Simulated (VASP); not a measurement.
# Hf (Cmce) in VASP: further runs

Runs on Hf. Level: PBE. Tasks: single point, relaxation of cell and atoms.

All numbers are computed with VASP 6.6.1; they aren't measurements. Logs are shortened: lines on timing, memory, paths and dates and some standing lists are left out, and cuts for length are marked.

### Step 1. The cell of the first run

The structure is orthorhombic, space group Cmce (No. 64). Conventional cell: a = 3.540 Å, b = 11.230 Å, c = 4.685 Å, α = 90.00°, β = 90.00°, γ = 90.00°. Within 3.1 Å of Hf (site symmetry m) lie 3 Hf at 2.32 to 2.36 Å.

### Step 2. Single point, PBE

INCAR reads:

```
PREC = Accurate
ENCUT = 520
EDIFF = 1E-7
ISMEAR = 0
SIGMA = 0.1
LREAL = F
LASPH = T
NELM = 100
ALGO = Normal
ISIF = 2
LWAVE = F
LCHARG = T
GGA = PE
LELF = T
LVHAR = T
NBANDS = 28
```

KPOINTS reads:

```
Automatic mesh
0
Gamma
  6 6 4
```

POSCAR reads:

```
Hf
1.0
    1.7701402080     -5.6152483939      0.0000000000
    1.7701402080      5.6152483939      0.0000000000
    0.0000000000      0.0000000000      4.6847215172
Hf
4
Direct
    0.0980000000      0.9020000000      0.9100000000
    0.5980000000      0.4020000000      0.5900000000
    0.9020000000      0.0980000000      0.0900000000
    0.4020000000      0.5980000000      0.4100000000
```

Potentials or basis: VASP PAW PBE potentials, release 64 (Hf_pv).

Run with:

```console
> cat potpaw_PBE.64/Hf_pv/POTCAR > POTCAR
> mpirun -np 1 vasp_std > vasp.out
```

OUTCAR:

```text
PREC = Accurate
   ENCUT = 520
   EDIFF = 1E-7
   ISMEAR = 0
   LREAL = F
   LASPH = T
   NELM = 100
   ISIF = 2
   GGA = PE

 ion  position               nearest neighbor table
   1  0.098  0.902  0.910-   2 2.32   2 2.32   3 2.36   2 3.64   2 3.64   4 3.67   4 3.67   4 3.67
                             4 3.67
   2  0.598  0.402  0.590-   1 2.32   1 2.32   4 2.36   1 3.64   1 3.64   3 3.67   3 3.67   3 3.67
                             3 3.67
   3  0.902  0.098  0.090-   4 2.32   4 2.32   1 2.36   4 3.64   4 3.64   2 3.67   2 3.67   2 3.67
                             2 3.67
   4  0.402  0.598  0.410-   3 2.32   3 2.32   2 2.36   3 3.64   3 3.64   1 3.67   1 3.67   1 3.67
                             1 3.67

  LATTYP: Found a base centered orthorhombic cell.
 ALAT       =     3.5402804160
 B/A-ratio  =     3.1722054380
 C/A-ratio  =     1.3232628399

  Lattice vectors:

 A1 = (   1.7701402080,  -5.6152483939,   0.0000000000)
 A2 = (   1.7701402080,   5.6152483939,   0.0000000000)
 A3 = (   0.0000000000,   0.0000000000,   4.6847215172)

Analysis of symmetry for initial positions (statically):
=====================================================================
 Subroutine PRICEL returns:
 Original cell was already a primitive cell.

 Routine SETGRP: Setting up the symmetry group for a
 base centered orthorhombic supercell.

 Subroutine GETGRP returns: Found  8 space group operations
 (whereof  4 operations were pure point group operations)
 out of a pool of  8 trial point group operations.

The static configuration has the point symmetry C_2h.
 The point group associated with its full space group is D_2h.

Analysis of symmetry for dynamics (positions and initial velocities):
=====================================================================
 Subroutine PRICEL returns:
 Original cell was already a primitive cell.

 Routine SETGRP: Setting up the symmetry group for a
 base centered orthorhombic supercell.

 Subroutine GETGRP returns: Found  8 space group operations
 (whereof  4 operations were pure point group operations)
 out of a pool of  8 trial point group operations.

The dynamic configuration has the point symmetry C_2h.
 The point group associated with its full space group is D_2h.

 Subroutine INISYM returns: Found  8 space group operations
 (whereof  4 operations are pure point group operations),
 and found     1 'primitive' translations

----------------------------------------------------------------------------------------

                                     Primitive cell

  volume of cell :      93.1302

  direct lattice vectors                    reciprocal lattice vectors
     1.770140208 -5.615248394  0.000000000     0.282463501 -0.089043256  0.000000000
     1.770140208  5.615248394  0.000000000     0.282463501  0.089043256  0.000000000
     0.000000000  0.000000000  4.684721517     0.000000000  0.000000000  0.213459860

  length of vectors
     5.887649011  5.887649011  4.684721517     0.296166053  0.296166053  0.213459860

  position of ions in fractional coordinates (direct lattice)
     0.098000000  0.902000000  0.910000000
     0.598000000  0.402000000  0.590000000
     0.902000000  0.098000000  0.090000000
     0.402000000  0.598000000  0.410000000

  ion indices of the primitive-cell ions
   primitive index   ion index
                 1           1
                 2           2
                 3           3
                 4           4

----------------------------------------------------------------------------------------

 KPOINTS: Automatic mesh

Automatic generation of k-mesh.
 Grid dimensions read from file:
 generate k-points for:    6    6    4

 Generating k-lattice:

  Cartesian coordinates                     Fractional coordinates (reciprocal lattice)
     0.047077250 -0.014840543  0.000000000     0.166666667  0.000000000  0.000000000
     0.047077250  0.014840543  0.000000000     0.000000000  0.166666667  0.000000000
     0.000000000  0.000000000  0.053364965     0.000000000  0.000000000  0.250000000

  Length of vectors
     0.049361009  0.049361009  0.053364965

  Shift w.r.t. Gamma in fractional coordinates (k-lattice)
     0.000000000  0.000000000  0.000000000

 Subroutine IBZKPT returns following result:
 ===========================================

 Found     39 irreducible k-points:

 Following reciprocal coordinates:
            Coordinates               Weight
  0.000000  0.000000  0.000000      1.000000
  0.166667  0.000000  0.000000      4.000000
  0.333333  0.000000  0.000000      4.000000
  0.500000  0.000000  0.000000      2.000000
  0.166667  0.166667  0.000000      2.000000
  0.333333  0.166667  0.000000      4.000000
[... 16 lines left out ...]
  0.333333  0.333333  0.250000      4.000000
  0.500000  0.333333  0.250000      8.000000
 [... further k-points ...]
   k-points           NKPTS =     39   k-points in BZ     NKDIM =     39   number of bands    NBANDS=     28
   number of dos      NEDOS =    301   number of ions     NIONS =      4
   total plane-waves  NPLWV =  82944
   dimension x,y,z NGX =    48 NGY =   48 NGZ =   36
   dimension x,y,z NGXF=    96 NGYF=   96 NGZF=   72
   ions per type =               4
   NGX,Y,Z   is equivalent  to a cutoff of  13.55, 13.55, 12.78 a.u.
   NGXF,Y,Z  is equivalent  to a cutoff of  27.11, 27.11, 25.55 a.u.
 SYSTEM =  unknown system
   PREC   = accura    normal or accurate (medium, high low for compatibility)
   ISTART =      0    job   : 0-new  1-cont  2-samecut
   ICHARG =      2    charge: 1-file 2-atom 10-const
   ISPIN  =      1    spin polarized calculation?
   LNONCOLLINEAR =      F non collinear calculations
   LSORBIT =      F    spin-orbit coupling
   LASPH  =      T    aspherical Exc in radial PAW
   ENCUT  =  520.0 eV  38.22 Ry    6.18 a.u.  10.95 10.95  8.71*2*pi/ulx,y,z
   NELM   =    100;   NELMIN=  2; NELMDL= -5     # of ELM steps
   EDIFF  = 0.1E-06   stopping-criterion for ELM
   LREAL  =      F    real-space projection
   EDIFFG = 0.1E-05   stopping-criterion for IOM
   NSW    =      0    number of steps for IOM
   IBRION =     -1    ionic relax: 0-MD 1-quasi-New 2-CG
   NFREE  =      0    steps in history (QN), initial steepest desc. (CG)
   ISIF   =      2    stress and relaxation
   ISYM   =      2    0-nonsym 1-usesym 2-fastsym
   POTIM  = 0.5000    time-step for ionic-motion
   TEBEG  =    0.0;   TEEND  =   0.0 temperature during run
   PSTRESS=    0.0 pullay stress
   NELECT =      40.0000    total number of electrons
   NUPDOWN=      -1.0000    fix difference up-down
   EMIN   =  10.00;   EMAX   =-10.00  energy-range for DOS
   EFERMI =   0.00;   METHOD = LEGACY
   ISMEAR =     0;   SIGMA  =   0.10  broadening in eV -4-tet -1-fermi 0-gaus
   EFERMI_NEDOS =   21; number of points for ismear=-14 and -15
   IALGO  =     38    algorithm
   IMIX   =      4    mixing-type and parameters
     AMIX     =   0.40;   BMIX     =  1.00
     AMIX_MAG =   1.60;   BMIX_MAG =  1.00
  volume/ion in A,a.u.               =      23.28       157.12
  Fermi-wavevector in a.u.,A,eV,Ry     =   1.235183  2.334158 20.758101  1.525677
  Thomas-Fermi vector in A             =   2.369843
   LORBIT       =      0    0 simple, 1 ext, 2 COOP (PROOUT), +10 PAW based schemes
   GGA     = PE    functional components
   LHFCALC =     F    Hartree Fock is set to
   AEXX    =    0.0000 exact exchange contribution
   IVDW    =     0    specifies the selected vdW correction
   LEPSILON=     F    determine dielectric tensor
   LRPA    =     F    only Hartree local field effects (RPA)
 non-spin polarized calculation
 Gauss-broadening in eV      SIGMA  =   0.10
  energy-cutoff  :      520.00
  volume of cell :       93.13
 maximum number of plane-waves:      2542
 NGX is ok and might be reduce to    48
   NGX = 21   NGY = 21   NGZ = 17

 number of electron      40.0000001 magnetization

 Free energy of the ion-electron system (eV)
  ---------------------------------------------------
  ext. energy  EPLUGINS =         0.00000000
  ---------------------------------------------------
  free energy    TOTEN  =       -27.90496046 eV

  energy without entropy =      -27.89020302  energy(sigma->0) =      -27.89758174

 E-fermi :   4.1144     XC(G=0): -10.7346

 val. band max:        4.0787192635   @ k =  -0.3333   0.1667   0.2500
 cond. band min:       4.1543627442   @ k =   0.5000   0.3333   0.5000
 fundamental gap:      0.0756434807
 Fermi energy:         4.1143831897

 k-point     1 :       0.0000    0.0000    0.0000
  band No.  band energies     occupation
      1     -28.2060      2.00000
      2     -28.0756      2.00000
      3     -27.7819      2.00000
      4     -27.5474      2.00000
      5     -27.2735      2.00000
      6     -27.1087      2.00000
[... 20 lines left out ...]
     27       6.5360      0.00000
     28       7.3162      0.00000

 k-point     2 :       0.1667    0.0000    0.0000
  band No.  band energies     occupation
      1     -28.1893      2.00000
      2     -28.1626      2.00000
      3     -27.8668      2.00000
      4     -27.6217      2.00000
      5     -27.2737      2.00000
      6     -27.2090      2.00000
[... 20 lines left out ...]
     27       6.8813      0.00000
     28       7.4123      0.00000

 k-point     3 :       0.3333    0.0000    0.0000
  band No.  band energies     occupation
      1     -28.2711      2.00000
      2     -28.1888      2.00000
      3     -27.9776      2.00000
      4     -27.7977      2.00000
      5     -27.3718      2.00000
      6     -27.3200      2.00000
[... 20 lines left out ...]
     27       6.1069      0.00000
     28       7.1236      0.00000

 k-point     4 :       0.5000    0.0000    0.0000
  band No.  band energies     occupation
      1     -28.2567      2.00000
      2     -28.2567      2.00000
      3     -27.9540      2.00000
      4     -27.9540      2.00000
      5     -27.3933      2.00000
      6     -27.3933      2.00000
[... 578 lines left out ...]
     27       7.2709      0.00000
     28       8.2623      0.00000

 k-point    23 :       0.3333    0.3333    0.2500
  band No.  band energies     occupation
      1     -28.2662      2.00000
      2     -28.1532      2.00000
      3     -28.0423      2.00000
      4     -27.8555      2.00000
      5     -27.3395      2.00000
      6     -27.3061      2.00000
[... 20 lines left out ...]
     27       7.5321      0.00000
     28       7.7221      0.00000

 k-point    24 :       0.5000    0.3333    0.2500
  band No.  band energies     occupation
      1     -28.1407      2.00000
      2     -28.1067      2.00000
      3     -27.9049      2.00000
      4     -27.6498      2.00000
      5     -27.3177      2.00000
      6     -27.2186      2.00000
[... 20 lines left out ...]
     27       7.4477      0.00000
     28       7.7917      0.00000

 [... further k-points ...]
[... 5 lines left out ...]
  --------------------------------------------------------------------------------------
  -------------------------------------------------------------------------------------
  Total       16.7315496      8.9358344     14.0278938      0.0000000      0.0000000      0.0000000
  in kB      287.8434384    153.7288154    241.3307361      0.0000000      0.0000000      0.0000000
  external PRESSURE =     227.6343300 kB  Pullay stress =       0.0000000 kB

 VOLUME and BASIS-vectors are now :
 -----------------------------------------------------------------------------
  energy-cutoff  :      520.00
  volume of cell :       93.13
      direct lattice vectors                 reciprocal lattice vectors
     1.770140208 -5.615248394  0.000000000     0.282463501 -0.089043256  0.000000000
     1.770140208  5.615248394  0.000000000     0.282463501  0.089043256  0.000000000
     0.000000000  0.000000000  4.684721517     0.000000000  0.000000000  0.213459860

 POSITION                                       TOTAL-FORCE (eV/Angst)
 -----------------------------------------------------------------------------------
      1.77014      4.51466      4.26310         0.000000     -4.014294      5.472364
      1.77014     -1.10059      2.76399         0.000000     -4.014294     -5.472364
      1.77014     -4.51466      0.42162         0.000000      4.014294     -5.472364
      1.77014      1.10059      1.92074         0.000000      4.014294      5.472364
 -----------------------------------------------------------------------------------
    total drift:                                0.000000      0.000000      0.000000

  FREE ENERGIE OF THE ION-ELECTRON SYSTEM (eV)
  ---------------------------------------------------
  free  energy   TOTEN  =       -27.9049604632 eV

  energy  without entropy=      -27.8902030240  energy(sigma->0) =      -27.89758174
```

Wall time 58 s (1 thread of Intel Xeon 6975P-C (Granite Rapids), shared host); peak memory 0.29 GiB.

Results:

| Property | Result |
| --- | --- |
| Free energy | -27.9050 eV |
| Pressure | 22.8 GPa |
| Largest force | 6.787 eV/Å |
| Band gap on the k mesh | zero (band 20 reaches 4.79 eV, above the bottom of band 21 at 3.44 eV) |

Forces in eV/Å, atoms in the order of the input:
```
Hf   0.000 -4.014  5.472
Hf   0.000 -4.014 -5.472
Hf   0.000  4.014 -5.472
Hf   0.000  4.014  5.472
```

Levels at points of the mesh, in eV from the Fermi level:
```csv
k point,band 18,band 19,band 20,band 21,band 22,band 23
"(0.00, 0.00, 0.00)",-1.75,-1.08,-0.92,0.52,1.02,1.46
"(0.50, 0.00, 0.00)",-1.73,0.67,0.67,0.79,0.79,1.15
"(0.50, 0.50, 0.00)",-1.91,-1.58,-1.02,0.29,0.89,1.16
"(0.00, 0.00, 0.50)",-1.40,-0.76,-0.76,-0.42,-0.42,0.27
"(0.50, 0.00, 0.50)",-0.98,-0.78,-0.78,1.27,1.27,1.63
"(0.50, 0.50, 0.50)",-2.04,-0.51,-0.51,-0.42,-0.42,0.28
```

Caveat: spin-orbit coupling is left out, which moves the levels of the heavy elements; forces of over 1 eV/Å act on the atoms, so gaps and moduli don't describe the material at rest.

(Part 1 of 2 ends here.)
